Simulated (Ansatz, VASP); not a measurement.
# Si3Te: VASP beside Ansatz

```
Si Te
1.0
     3.81507    0.00000    0.00000
    -1.90754    3.30395    0.00000
     0.00000    0.00000    6.88597
Si Te
3 1
Direct
  0.50000 0.00000 0.00000
  0.00000 0.50000 0.00000
  0.50000 0.50000 0.00000
  0.00000 0.00000 0.00000
```

Alike in both runs: task relaxation of cell and atoms; functional PBE; k mesh 6 × 6 × 4; occupations gaussian, width 0.1 eV; no spin polarisation.

|  | VASP | Ansatz |
| --- | --- | --- |
| version | VASP 6.6.1 | Ansatz 0.2.0 |
| potentials or method | VASP PAW PBE potentials, release 64 (Si, Te), cutoff 600 eV | scalar-relativistic, plane waves, PAW |
| valence electrons in the cell | 18 | 28 |

```tsv
	VASP	Ansatz	Ansatz less VASP
gap on the k mesh at the Fermi level, each at its own relaxed structure (eV)	none	none	-
relaxed volume (Å³/atom)	46.00	20.03	-25.967
relaxed cell length with the largest relative difference (Å)	5.556	2.775	-2.7815
```

A gap of «none» marks a metal or a gap that the smearing closes. One of these differences is far larger than is usual between the two programs; its cause wasn't traced. VASP's potentials hold 18 valence electrons a cell and Ansatz's 28, so a difference there can come from the potentials and not from the codes.

Neither program's run includes spin-orbit coupling. Noted on VASP's run: the volume moved by over 15 % at a fixed basis, so the end points are rough.
